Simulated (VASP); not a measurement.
# Si (P2_1/m) in VASP: a series of runs

The runs below take Si through single point, with PBEsol.

All numbers are computed with VASP 6.6.1; they aren't measurements. Logs are shortened: lines on timing, memory, paths and dates and some standing lists are left out, and cuts for length are marked.

## 1. The cell of the first run

Symmetry: P2_1/m, No. 11, monoclinic system. Conventional cell: a = 4.223 Å, b = 12.654 Å, c = 5.903 Å, α = 90.00°, β = 100.21°, γ = 90.00°. Si (site symmetry 1) has 4 Si at 2.51 to 2.57 Å within 3.3 Å. Si (site symmetry 1) has 4 Si at 2.35 to 2.73 Å within 3.1 Å. Within 3.1 Å of Si (site symmetry 1) lie 4 Si at 2.38 to 2.73 Å.

## 2. Single point, PBEsol

INCAR

```
PREC = Accurate
ENCUT = 520
EDIFF = 1E-7
ISMEAR = 0
SIGMA = 0.05
LREAL = False
LASPH = True
NELM = 100
ALGO = Fast
ISIF = 2
LWAVE = False
LCHARG = False
GGA = PS
NBANDS = 36
```

KPOINTS

```
regular mesh
0
Gamma
  10 10 4
```

POSCAR

```
Si
1.0
    2.6374812789     -6.0735886502      0.0000000000
    1.5679480477      5.6912768932      0.0000000000
    0.0000000000      0.0000000000     12.6538471797
Si
12
Direct
    0.7570405043      0.2429594957      0.9450993343
    0.2429594957      0.7570405043      0.0549006657
    0.7570405043      0.2429594957      0.5549006657
    0.2429594957      0.7570405043      0.4450993343
    0.4286865207      0.5713134793      0.1572242050
    0.5713134793      0.4286865207      0.8427757950
    0.4286865207      0.5713134793      0.3427757950
    0.5713134793      0.4286865207      0.6572242050
    0.9712162890      0.0287837110      0.9093716909
    0.0287837110      0.9712162890      0.0906283091
    0.9712162890      0.0287837110      0.5906283091
    0.0287837110      0.9712162890      0.4093716909
```

Potentials or basis: VASP PAW PBE potentials, release 64 (Si).

Command:

```console
> cat potpaw_PBE.64/Si/POTCAR > POTCAR
> mpirun -np 1 vasp_std > vasp.out
```

OUTCAR:

```text
PREC = Accurate
   ENCUT = 520
   EDIFF = 1E-7
   ISMEAR = 0
   LREAL = False
   LASPH = True
   NELM = 100
   ISIF = 2
   GGA = PS

 ion  position               nearest neighbor table
   1  0.757  0.243  0.945-   2 2.51   6 2.55   2 2.56   9 2.57
   2  0.243  0.757  0.055-   1 2.51   5 2.55   1 2.56  10 2.57
   3  0.757  0.243  0.555-   4 2.51   8 2.55   4 2.56  11 2.57
   4  0.243  0.757  0.445-   3 2.51   7 2.55   3 2.56  12 2.57
   5  0.429  0.571  0.157-   7 2.35  10 2.38   2 2.55  10 2.73
   6  0.571  0.429  0.843-   8 2.35   9 2.38   1 2.55   9 2.73
   7  0.429  0.571  0.343-   5 2.35  12 2.38   4 2.55  12 2.73
   8  0.571  0.429  0.657-   6 2.35  11 2.38   3 2.55  11 2.73
   9  0.971  0.029  0.909-   6 2.38  10 2.39   1 2.57   6 2.73
  10  0.029  0.971  0.091-   5 2.38   9 2.39   2 2.57   5 2.73
  11  0.971  0.029  0.591-   8 2.38  12 2.39   3 2.57   8 2.73
  12  0.029  0.971  0.409-   7 2.38  11 2.39   4 2.57   7 2.73

  Warning from LATTYP: Monoclinic adjustment (A1->A3, A2->A1, A3->A2)!
  Warning from LATTYP: Got some problem with cell dimensions!
  Tried to take original basis but could not verify dimensions!
  LATTYP: Found a simple monoclinic cell.
 ALAT       =     4.2227713768
 B/A-ratio  =     2.9965740625
 C/A-ratio  =     1.3979710417
 COS(beta)  =    -0.1772301365

  Lattice vectors:

 A1 = (   4.2054293266,  -0.3823117570,   0.0000000000)
 A2 = (   0.0000000000,   0.0000000000,  12.6538471797)
 A3 = (  -1.5679480477,  -5.6912768932,   0.0000000000)

Analysis of symmetry for initial positions (statically):
=====================================================================
 Subroutine PRICEL returns:
 Original cell was already a primitive cell.

 Routine SETGRP: Setting up the symmetry group for a
 simple monoclinic supercell.

 Subroutine GETGRP returns: Found  4 space group operations
 (whereof  2 operations were pure point group operations)
 out of a pool of  4 trial point group operations.

The static configuration has the point symmetry S_2 .
 The point group associated with its full space group is C_2h.

Analysis of symmetry for dynamics (positions and initial velocities):
=====================================================================
 Subroutine PRICEL returns:
 Original cell was already a primitive cell.

 Routine SETGRP: Setting up the symmetry group for a
 simple monoclinic supercell.

 Subroutine GETGRP returns: Found  4 space group operations
 (whereof  2 operations were pure point group operations)
[... 135 lines left out ...]
   NUPDOWN=      -1.0000    fix difference up-down
   EMIN   =  10.00;   EMAX   =-10.00  energy-range for DOS
   EFERMI =   0.00;   METHOD = LEGACY
   ISMEAR =     0;   SIGMA  =   0.05  broadening in eV -4-tet -1-fermi 0-gaus
   EFERMI_NEDOS =   21; number of points for ismear=-14 and -15
   IALGO  =     68    algorithm
   IMIX   =      4    mixing-type and parameters
     AMIX     =   0.40;   BMIX     =  1.00
     AMIX_MAG =   1.60;   BMIX_MAG =  1.00
  volume/ion in A,a.u.               =      25.87       174.58
  Fermi-wavevector in a.u.,A,eV,Ry     =   0.878672  1.660449 10.504569  0.772064
  Thomas-Fermi vector in A             =   1.998790
   LORBIT       =      0    0 simple, 1 ext, 2 COOP (PROOUT), +10 PAW based schemes
   GGA     = PS    functional components
   LHFCALC =     F    Hartree Fock is set to
   AEXX    =    0.0000 exact exchange contribution
   IVDW    =     0    specifies the selected vdW correction
   LEPSILON=     F    determine dielectric tensor
   LRPA    =     F    only Hartree local field effects (RPA)
 non-spin polarized calculation
 RMM-DIIS sequential band-by-band and
 Gauss-broadening in eV      SIGMA  =   0.05
  energy-cutoff  :      520.00
  volume of cell :      310.45
 maximum number of plane-waves:      8405
 NGX is ok and might be reduce to    50
   NGX = 25   NGY = 21   NGZ = 47

 number of electron      48.0000000 magnetization

 Free energy of the ion-electron system (eV)
  ---------------------------------------------------
  ext. energy  EPLUGINS =         0.00000000
  ---------------------------------------------------
  free energy    TOTEN  =       -63.75827947 eV

  energy without entropy =      -63.75754737  energy(sigma->0) =      -63.75791342

 E-fermi :   3.4761     XC(G=0):  -8.4405

 val. band max:        3.4713896135   @ k =   0.5000   0.5000   0.0000
 cond. band min:       3.4825091590   @ k =  -0.4000   0.4000   0.2500
 fundamental gap:      0.0111195455
 Fermi energy:         3.4760813367

 k-point     1 :       0.0000    0.0000    0.0000
  band No.  band energies     occupation
      1      -7.4453      2.00000
      2      -7.0460      2.00000
      3      -6.1237      2.00000
      4      -4.5969      2.00000
      5      -4.5960      2.00000
      6      -4.0175      2.00000
[... 925 lines left out ...]
     35       6.5400      0.00000
     36       6.6560      0.00000

 [... further k-points ...]

------------------------ aborting loop because EDIFF is reached ----------------------------------------

  FORCE on cell =-STRESS in cart. coord.  units (eV):
  Direction    XX          YY          ZZ          XY          YZ          ZX
  --------------------------------------------------------------------------------------
  -------------------------------------------------------------------------------------
  Total      -22.9803974    -26.1204358     -5.5039172     15.5290053      0.0000000      0.0000000
  in kB     -118.5993597   -134.8047604    -28.4051249     80.1435262      0.0000000      0.0000000
  external PRESSURE =     -93.9364150 kB  Pullay stress =       0.0000000 kB

 VOLUME and BASIS-vectors are now :
 -----------------------------------------------------------------------------
  energy-cutoff  :      520.00
  volume of cell :      310.45
      direct lattice vectors                 reciprocal lattice vectors
     2.637481279 -6.073588650  0.000000000     0.231977855 -0.063909951  0.000000000
     1.567948048  5.691276893  0.000000000     0.247560977  0.107504390  0.000000000
     0.000000000  0.000000000 12.653847180     0.000000000  0.000000000  0.079027349

 POSITION                                       TOTAL-FORCE (eV/Angst)
 -----------------------------------------------------------------------------------
      2.37763     -3.21520     11.95914        -0.055810     -0.108529      0.113229
      1.82780      2.83289      0.69470         0.055810      0.108529     -0.113229
      2.37763     -3.21520      7.02163        -0.055810     -0.108529     -0.113229
      1.82780      2.83289      5.63222         0.055810      0.108529      0.113229
      2.02644      0.64784      1.98949         0.401278      0.162552     -0.640552
      2.17899     -1.03015     10.66436        -0.401278     -0.162552      0.640552
      2.02644      0.64784      4.33743         0.401278      0.162552      0.640552
      2.17899     -1.03015      8.31641        -0.401278     -0.162552     -0.640552
      2.60670     -5.73495     11.50705         0.372779      0.080052      0.030014
      1.59873      5.35264      1.14680        -0.372779     -0.080052     -0.030014
      2.60670     -5.73495      7.47372         0.372779      0.080052     -0.030014
      1.59873      5.35264      5.18013        -0.372779     -0.080052      0.030014
 -----------------------------------------------------------------------------------
    total drift:                               -0.000000      0.000000     -0.000000

  FREE ENERGIE OF THE ION-ELECTRON SYSTEM (eV)
  ---------------------------------------------------
  free  energy   TOTEN  =       -63.7582794693 eV

  energy  without entropy=      -63.7575473728  energy(sigma->0) =      -63.75791342
```

OSZICAR:

```text
N       E                     dE             d eps       ncg     rms          rms(c)
DAV:   1     0.105228360159E+03    0.10523E+03   -0.17098E+04 11232   0.106E+03
[... 12 lines left out ...]
RMM:  14    -0.637582841795E+02   -0.95512E-05   -0.55563E-05 14237   0.288E-02    0.511E-02
RMM:  15    -0.637582811892E+02    0.29904E-05   -0.22345E-05 13334   0.179E-02    0.267E-02
RMM:  16    -0.637582802633E+02    0.92582E-06   -0.12194E-05 13903   0.118E-02    0.162E-02
RMM:  17    -0.637582796525E+02    0.61085E-06   -0.35597E-06 15107   0.684E-03    0.783E-03
RMM:  18    -0.637582795505E+02    0.10200E-06   -0.65105E-07 12067   0.307E-03    0.664E-03
RMM:  19    -0.637582794418E+02    0.10874E-06   -0.31497E-07 10004   0.197E-03    0.321E-03
RMM:  20    -0.637582794693E+02   -0.27548E-07   -0.58074E-08  7543   0.108E-03
   1 F= -.63758279E+02 E0= -.63757913E+02  d E =-.732097E-03
```

stdout:

```text
POSCAR found type information on POSCAR Si
 POSCAR found :  1 types and      12 ions
 scaLAPACK will be used
 -----------------------------------------------------------------------------
|                                                                             |
|                                                                             |
|     You enforced a specific xc type in the INCAR file but a different       |
|     I HOPE YOU KNOW WHAT YOU ARE DOING!                                     |
|                                                                             |
 -----------------------------------------------------------------------------

 LDA part: xc-table for (Slater+PW92), standard interpolation
 POSCAR, INCAR and KPOINTS ok, starting setup
 FFT: planning ... GRIDC
 FFT: planning ... GRID_SOFT
 FFT: planning ... GRID
 WAVECAR not read
 entering main loop
```

Run time: 78 min. Hardware: 1 thread of Oxide Virtual Turin-like, shared host; peak memory 1.2 GiB.

Results:

```yaml
Free_energy: -63.7583 eV
Pressure: -9.4 GPa
Largest_force: 0.773 eV/Å
Band_gap_on_the_k_mesh: zero (bands 24 and 25 overlap by 0.16 eV)
```

Forces in eV/Å, atoms in the order of the input:
```
Si  -0.056 -0.109  0.113
Si   0.056  0.109 -0.113
Si  -0.056 -0.109 -0.113
Si   0.056  0.109  0.113
Si   0.401  0.163 -0.641
Si  -0.401 -0.163  0.641
Si   0.401  0.163  0.641
Si  -0.401 -0.163 -0.641
Si   0.373  0.080  0.030
Si  -0.373 -0.080 -0.030
Si   0.373  0.080 -0.030
Si  -0.373 -0.080  0.030
```

Caveat: the stress differs along the axes, from -13 to -3 GPa; semilocal functionals underestimate gaps, and a narrow one can read as zero; the PAW data sets were made with another functional, which shifts forces and pressure a little.

[end of part 1 of 2]

The gap in the log of VASP goes by the Fermi energy; the results here count the filled bands.